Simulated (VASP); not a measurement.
# Tl2Te2O (P-3m1) in VASP: further runs, part 2 of 3

VASP 6.6.1. Earlier steps stand in the parts before.

## (3) Single point, PBE+D3(BJ)

This run uses another cell than the first one, of 29.13 Å³/atom.

INCAR reads:

```
SYSTEM = Tl2Te2O
PREC = Accurate
ENCUT = 520
EDIFF = 1E-6
ISMEAR = 0
SIGMA = 0.1
LREAL = .FALSE.
LASPH = .TRUE.
NELM = 60
ALGO = Normal
ISIF = 2
LWAVE = .FALSE.
LCHARG = .TRUE.
GGA = PE
IVDW = 12
LELF = .TRUE.
LVHAR = .TRUE.
NBANDS = 30
```

KPOINTS reads:

```
Automatic mesh
0
G
  6 6 2
  0 0 0
```

POSCAR reads:

```
Tl2Te2O
1.0
    4.1210853200      0.0000000000      0.0000000000
   -2.0605426600      3.5689645800      0.0000000000
    0.0000000000      0.0000000000      9.9023251900
Tl Te O
2 2 1
Direct
    0.6666666700      0.3333333300      0.0926318300
    0.3333333300      0.6666666700      0.9073681700
    0.3333333300      0.6666666700      0.3307838700
    0.6666666700      0.3333333300      0.6692161300
    0.0000000000      0.0000000000      0.0000000000
```

Potentials or basis: VASP PAW PBE potentials, release 64 (Tl_d, Te, O).

Command:

```
$ cat potpaw_PBE.64/Tl_d/POTCAR potpaw_PBE.64/Te/POTCAR potpaw_PBE.64/O/POTCAR > POTCAR
$ mpirun -np 1 vasp_std > vasp.out
```

OUTCAR:

```text
SYSTEM = Tl2Te2O
   PREC = Accurate
   ENCUT = 520
   EDIFF = 1E-6
   ISMEAR = 0
   LREAL = .FALSE.
   LASPH = .TRUE.
   NELM = 60
   ISIF = 2
   GGA = PE
   IVDW = 12
 IVDW          = 12

 ion  position               nearest neighbor table
   1  0.667  0.333  0.093-   5 2.55   5 2.55   5 2.55   2 3.00   2 3.00   2 3.00   3 3.35   3 3.35
                             3 3.35
   2  0.333  0.667  0.907-   5 2.55   5 2.55   5 2.55   1 3.00   1 3.00   1 3.00   4 3.35   4 3.35
                             4 3.35
   3  0.333  0.667  0.331-   1 3.35   1 3.35   1 3.35
   4  0.667  0.333  0.669-   2 3.35   2 3.35   2 3.35
   5  0.000  0.000  0.000-   1 2.55   2 2.55   1 2.55   2 2.55   1 2.55   2 2.55

  LATTYP: Found a hexagonal cell.
 ALAT       =     4.1210853200
 C/A-ratio  =     2.4028440134

  Lattice vectors:

 A1 = (   4.1210853200,   0.0000000000,   0.0000000000)
 A2 = (  -2.0605426600,   3.5689645800,   0.0000000000)
 A3 = (   0.0000000000,   0.0000000000,   9.9023251900)

Analysis of symmetry for initial positions (statically):
=====================================================================
 Subroutine PRICEL returns:
 Original cell was already a primitive cell.

 Routine SETGRP: Setting up the symmetry group for a
 hexagonal supercell.

 Subroutine GETGRP returns: Found 12 space group operations
 (whereof 12 operations were pure point group operations)
 out of a pool of 24 trial point group operations.

The static configuration has the point symmetry D_3d.

Analysis of symmetry for dynamics (positions and initial velocities):
=====================================================================
 Subroutine PRICEL returns:
 Original cell was already a primitive cell.

 Routine SETGRP: Setting up the symmetry group for a
 hexagonal supercell.

 Subroutine GETGRP returns: Found 12 space group operations
 (whereof 12 operations were pure point group operations)
 out of a pool of 24 trial point group operations.

The dynamic configuration has the point symmetry D_3d.

[... 115 lines left out ...]
  Fermi-wavevector in a.u.,A,eV,Ry     =   1.098488  2.075842 16.417827  1.206676
  Thomas-Fermi vector in A             =   2.234866
   LORBIT       =      0    0 simple, 1 ext, 2 COOP (PROOUT), +10 PAW based schemes
   GGA     = PE    functional components
   LHFCALC =     F    Hartree Fock is set to
   AEXX    =    0.0000 exact exchange contribution
   IVDW    =    12    specifies the selected vdW correction
   LEPSILON=     F    determine dielectric tensor
   LRPA    =     F    only Hartree local field effects (RPA)
 non-spin polarized calculation
 Gauss-broadening in eV      SIGMA  =   0.10
  energy-cutoff  :      520.00
  volume of cell :      145.64
 maximum number of plane-waves:      3955
 NGX is ok and might be reduce to    32
   NGX = 15   NGY = 15   NGZ = 37

 number of electron      44.0000000 magnetization

 Free energy of the ion-electron system (eV)
  ---------------------------------------------------
  ext. energy  EPLUGINS =         0.00000000
  ---------------------------------------------------
  free energy    TOTEN  =       -14.70172377 eV

  energy without entropy =      -14.68600535  energy(sigma->0) =      -14.69386456

 E-fermi :   4.1727     XC(G=0):  -9.2302

 val. band max:        4.1519961291   @ k =   0.1667   0.1667   0.0000
 cond. band min:       4.3106172580   @ k =   0.5000   0.0000   0.0000
 fundamental gap:      0.1586211288
 Fermi energy:         4.1727137078

 k-point     1 :       0.0000    0.0000    0.0000
  band No.  band energies     occupation
      1     -13.2566      2.00000
      2      -7.1863      2.00000
      3      -7.1863      2.00000
      4      -7.0646      2.00000
      5      -7.0646      2.00000
      6      -7.0405      2.00000
[... 451 lines left out ...]
     29      11.2126      0.00000
     30      11.2126      0.00000

------------------------ aborting loop because EDIFF is reached ----------------------------------------

 Edisp (eV)   -1.50016

 E8    (eV) :    -0.7143

  FORCE on cell =-STRESS in cart. coord.  units (eV):
  Direction    XX          YY          ZZ          XY          YZ          ZX
  --------------------------------------------------------------------------------------
  -------------------------------------------------------------------------------------
  Total      -3.22254    -3.22254    -0.58054     0.00000     0.00000     0.00000
  in kB     -35.45018   -35.45018    -6.38631     0.00000     0.00000     0.00000
  external pressure =      -25.76 kB  Pullay stress =        0.00 kB

 VOLUME and BASIS-vectors are now :
 -----------------------------------------------------------------------------
  energy-cutoff  :      520.00
  volume of cell :      145.64
      direct lattice vectors                 reciprocal lattice vectors
     4.121085320  0.000000000  0.000000000     0.242654525  0.140096655  0.000000000
    -2.060542660  3.568964580  0.000000000     0.000000000  0.280193310  0.000000000
     0.000000000  0.000000000  9.902325190     0.000000000  0.000000000  0.100986383

 POSITION                                       TOTAL-FORCE (eV/Angst)
 -----------------------------------------------------------------------------------
      2.06054      1.18965      0.91727        -0.000000     -0.000000      2.052059
     -0.00000      2.37931      8.98505         0.000000      0.000000     -2.052059
     -0.00000      2.37931      3.27553         0.000000     -0.000000      0.069497
      2.06054      1.18965      6.62680         0.000000      0.000000     -0.069497
      0.00000      0.00000      0.00000         0.000000      0.000000      0.000000
 -----------------------------------------------------------------------------------
    total drift:                               -0.000000      0.000000      0.000000

  FREE ENERGIE OF THE ION-ELECTRON SYSTEM (eV)
  ---------------------------------------------------
  free  energy   TOTEN  =       -16.2018852741 eV

  energy  without entropy=      -16.1861668540  energy(sigma->0) =      -16.19402606
```

OSZICAR:

```text
N       E                     dE             d eps       ncg     rms          rms(c)
DAV:   1     0.232693412959E+03    0.23269E+03   -0.20481E+04   840   0.129E+03
DAV:   2    -0.432329647761E+01   -0.23702E+03   -0.22947E+03  1020   0.264E+02
DAV:   3    -0.175846481660E+02   -0.13261E+02   -0.13090E+02   974   0.550E+01
DAV:   4    -0.177710781072E+02   -0.18643E+00   -0.18629E+00  1026   0.708E+00
DAV:   5    -0.177739362341E+02   -0.28581E-02   -0.28578E-02   936   0.887E-01    0.130E+01
DAV:   6    -0.178285364967E+02   -0.54600E-01   -0.33610E+01   962   0.298E+01    0.170E+01
DAV:   7    -0.148061845486E+02    0.30224E+01   -0.37100E+01   976   0.150E+01    0.610E+00
DAV:   8    -0.147110141889E+02    0.95170E-01   -0.19041E+00   864   0.544E+00    0.291E+00
DAV:   9    -0.147363478298E+02   -0.25334E-01   -0.40766E-01   970   0.278E+00    0.144E+00
DAV:  10    -0.147018875204E+02    0.34460E-01   -0.15013E-01   948   0.148E+00    0.490E-01
DAV:  11    -0.147022361199E+02   -0.34860E-03   -0.10928E-02   888   0.427E-01    0.288E-01
DAV:  12    -0.147018605259E+02    0.37559E-03   -0.10913E-03   976   0.135E-01    0.121E-01
DAV:  13    -0.147017341895E+02    0.12634E-03   -0.16394E-03   894   0.181E-01    0.539E-02
DAV:  14    -0.147017297644E+02    0.44252E-05   -0.15221E-04   942   0.574E-02    0.358E-02
DAV:  15    -0.147017243318E+02    0.54326E-05   -0.37405E-05   900   0.284E-02    0.119E-02
DAV:  16    -0.147017237714E+02    0.56035E-06   -0.43485E-06   966   0.998E-03
   1 F= -.16201885E+02 E0= -.16194026E+02  d E =-.157184E-01
```

stdout:

```text
POSCAR found type information on POSCAR TlTeO
 POSCAR found :  3 types and       5 ions
 scaLAPACK will be used
 LDA part: xc-table for (Slater+PW92), standard interpolation
 POSCAR, INCAR and KPOINTS ok, starting setup
 FFT: planning ... GRIDC
 FFT: planning ... GRID_SOFT
 FFT: planning ... GRID
 WAVECAR not read
 entering main loop
```

It took 82 s on 1 thread of Oxide Virtual Turin-like, shared host; peak memory 0.27 GiB.

Results:

| Quantity | Value |
| --- | --- |
| Free energy | -16.2019 eV |
| Pressure | -2.6 GPa |
| Largest force | 2.052 eV/Å |
| Band gap on the k mesh | zero (bands 22 and 23 overlap by 1.16 eV) |
| Dispersion energy per atom | -0.300 eV |

Forces in eV/Å, atoms in the order of the input:
```
Tl   0.000  0.000  2.052
Tl   0.000  0.000 -2.052
Te   0.000  0.000  0.069
Te   0.000  0.000 -0.069
O    0.000  0.000  0.000
```

Stress tensor (GPa, compression positive):
```
-3.55  0.00  0.00
 0.00 -3.55  0.00
 0.00  0.00 -0.64
```

Caveat: spin-orbit coupling is left out, which moves the levels of the heavy elements; forces of over 1 eV/Å act on the atoms, so gaps and moduli don't describe the material at rest.

## (4) Single point, PBE+D3(BJ)

This run uses another cell than the first one, of 25.29 Å³/atom.

INCAR reads:

```
SYSTEM = Tl2Te2O
ALGO = Fast
EDIFF = 1E-6
ENCUT = 520
GGA = PE
ISIF = 2
ISMEAR = 0
IVDW = 12
LASPH = .True.
LCHARG = .False.
LREAL = .False.
LWAVE = .False.
NBANDS = 30
NELM = 60
PREC = Accurate
SIGMA = 0.1
```

KPOINTS reads:

```
k-points
0
Gamma
  12 12 4
  0 0 0
```

POSCAR reads:

```
Tl2Te2O
1.0
    3.6675505032      0.0000000000      0.0000000000
   -1.8337752516      3.1761919055      0.0000000000
    0.0000000000      0.0000000000     10.8552953625
Tl Te O
2 2 1
Direct
    0.6666666667      0.3333333333      0.1350936850
    0.3333333333      0.6666666667      0.8649063150
    0.3333333333      0.6666666667      0.4015750544
    0.6666666667      0.3333333333      0.5984249456
    0.0000000000      0.0000000000      0.0000000000
```

Potentials or basis: VASP PAW PBE potentials, release 64 (Tl_d, Te, O).

Command:

```
$ cat potpaw_PBE.64/Tl_d/POTCAR potpaw_PBE.64/Te/POTCAR potpaw_PBE.64/O/POTCAR > POTCAR
$ mpirun -np 1 vasp_std > vasp.out
```

OUTCAR:

```text
SYSTEM = Tl2Te2O
   EDIFF = 1E-6
   ENCUT = 520
   GGA = PE
   ISIF = 2
   ISMEAR = 0
   IVDW = 12
   LASPH = .True.
   LREAL = .False.
   NELM = 60
   PREC = Accurate
 IVDW          = 12

 ion  position               nearest neighbor table
   1  0.667  0.333  0.135-   5 2.58   5 2.58   5 2.58   3 3.58   3 3.58   3 3.58   2 3.62   2 3.62
                             2 3.62
   2  0.333  0.667  0.865-   5 2.58   5 2.58   5 2.58   4 3.58   4 3.58   4 3.58   1 3.62   1 3.62
                             1 3.62
   3  0.333  0.667  0.402-   4 3.01   4 3.01   4 3.01   1 3.58   1 3.58   1 3.58
   4  0.667  0.333  0.598-   3 3.01   3 3.01   3 3.01   2 3.58   2 3.58   2 3.58
   5  0.000  0.000  0.000-   1 2.58   2 2.58   1 2.58   2 2.58   1 2.58   2 2.58

  LATTYP: Found a hexagonal cell.
 ALAT       =     3.6675505032
 C/A-ratio  =     2.9598216447

  Lattice vectors:

 A1 = (   3.6675505032,   0.0000000000,   0.0000000000)
 A2 = (  -1.8337752516,   3.1761919055,   0.0000000000)
 A3 = (   0.0000000000,   0.0000000000,  10.8552953625)

Analysis of symmetry for initial positions (statically):
=====================================================================
 Subroutine PRICEL returns:
 Original cell was already a primitive cell.

 Routine SETGRP: Setting up the symmetry group for a
 hexagonal supercell.

 Subroutine GETGRP returns: Found 12 space group operations
 (whereof 12 operations were pure point group operations)
 out of a pool of 24 trial point group operations.

The static configuration has the point symmetry D_3d.

Analysis of symmetry for dynamics (positions and initial velocities):
=====================================================================
 Subroutine PRICEL returns:
 Original cell was already a primitive cell.

 Routine SETGRP: Setting up the symmetry group for a
 hexagonal supercell.

 Subroutine GETGRP returns: Found 12 space group operations
 (whereof 12 operations were pure point group operations)
 out of a pool of 24 trial point group operations.

The dynamic configuration has the point symmetry D_3d.

 Subroutine INISYM returns: Found 12 space group operations
[... 127 lines left out ...]
   LORBIT       =      0    0 simple, 1 ext, 2 COOP (PROOUT), +10 PAW based schemes
   GGA     = PE    functional components
   LHFCALC =     F    Hartree Fock is set to
   AEXX    =    0.0000 exact exchange contribution
   IVDW    =    12    specifies the selected vdW correction
   LEPSILON=     F    determine dielectric tensor
   LRPA    =     F    only Hartree local field effects (RPA)
 non-spin polarized calculation
 RMM-DIIS sequential band-by-band and
 Gauss-broadening in eV      SIGMA  =   0.10
  energy-cutoff  :      520.00
  volume of cell :      126.45
 maximum number of plane-waves:      3430
   NGX = 13   NGY = 13   NGZ = 41

 number of electron      43.9999996 magnetization

 Free energy of the ion-electron system (eV)
  ---------------------------------------------------
  ext. energy  EPLUGINS =         0.00000000
  ---------------------------------------------------
  free energy    TOTEN  =       -16.44607846 eV

  energy without entropy =      -16.43116934  energy(sigma->0) =      -16.43862390

 E-fermi :   6.4648     XC(G=0):  -9.9333

 val. band max:        6.4480055071   @ k =   0.4167  -0.0000   0.5000
 cond. band min:       6.4803666033   @ k =   0.1667   0.0000   0.0000
 fundamental gap:      0.0323610962
 Fermi energy:         6.4648278776

 k-point     1 :       0.0000    0.0000    0.0000
  band No.  band energies     occupation
      1     -10.9479      2.00000
      2      -7.5980      2.00000
      3      -4.6693      2.00000
      4      -4.5604      2.00000
      5      -4.5604      2.00000
      6      -4.5003      2.00000
[... 781 lines left out ...]
     29      13.3008      0.00000
     30      13.4196      0.00000

 [... further k-points ...]

------------------------ aborting loop because EDIFF is reached ----------------------------------------

 Edisp (eV)   -1.72796

 E8    (eV) :    -0.8188

  FORCE on cell =-STRESS in cart. coord.  units (eV):
  Direction    XX          YY          ZZ          XY          YZ          ZX
  --------------------------------------------------------------------------------------
  -------------------------------------------------------------------------------------
  Total      -0.04127    -0.04127    -0.00822    -0.00000     0.00000     0.00000
  in kB      -0.52289    -0.52289    -0.10415    -0.00000     0.00000     0.00000
  external pressure =       -0.38 kB  Pullay stress =        0.00 kB

 VOLUME and BASIS-vectors are now :
 -----------------------------------------------------------------------------
  energy-cutoff  :      520.00
  volume of cell :      126.45
      direct lattice vectors                 reciprocal lattice vectors
     3.667550503  0.000000000  0.000000000     0.272661549  0.157421219  0.000000000
    -1.833775252  3.176191906  0.000000000     0.000000000  0.314842437  0.000000000
     0.000000000  0.000000000 10.855295362     0.000000000  0.000000000  0.092120939

 POSITION                                       TOTAL-FORCE (eV/Angst)
 -----------------------------------------------------------------------------------
      1.83378      1.05873      1.46648         0.000000     -0.000000      0.007877
     -0.00000      2.11746      9.38881        -0.000000     -0.000000     -0.007877
     -0.00000      2.11746      4.35922         0.000000      0.000000     -0.003473
      1.83378      1.05873      6.49608         0.000000      0.000000      0.003473
      0.00000      0.00000      0.00000         0.000000      0.000000      0.000000
 -----------------------------------------------------------------------------------
    total drift:                                0.000000      0.000000      0.000000

  FREE ENERGIE OF THE ION-ELECTRON SYSTEM (eV)
  ---------------------------------------------------
  free  energy   TOTEN  =       -18.1740389072 eV

  energy  without entropy=      -18.1591297862  energy(sigma->0) =      -18.16658435
```

stdout:

```text
POSCAR found type information on POSCAR TlTeO
 POSCAR found :  3 types and       5 ions
 scaLAPACK will be used
 LDA part: xc-table for (Slater+PW92), standard interpolation
 POSCAR, INCAR and KPOINTS ok, starting setup
 FFT: planning ... GRIDC
 FFT: planning ... GRID_SOFT
 FFT: planning ... GRID
 WAVECAR not read
 entering main loop
```

Run time: 4.3 min. Hardware: 1 thread of Oxide Virtual Turin-like, shared host; peak memory 0.38 GiB.

Results:

| Quantity | Value |
| --- | --- |
| Free energy | -18.1740 eV |
| Pressure | 0.0 GPa |
| Largest force | 0.008 eV/Å |
| Band gap on the k mesh | zero (bands 22 and 23 overlap by 1.90 eV) |
| Dispersion energy per atom | -0.346 eV |

Forces in eV/Å, atoms in the order of the input:
```
Tl   0.000  0.000  0.008
Tl   0.000  0.000 -0.008
Te   0.000  0.000 -0.003
Te   0.000  0.000  0.003
O    0.000  0.000  0.000
```

Caveat: spin-orbit coupling is left out, which moves the levels of the heavy elements.

[end of part 2 of 3]

The gap in the log of VASP goes by the Fermi energy; the results here count the filled bands.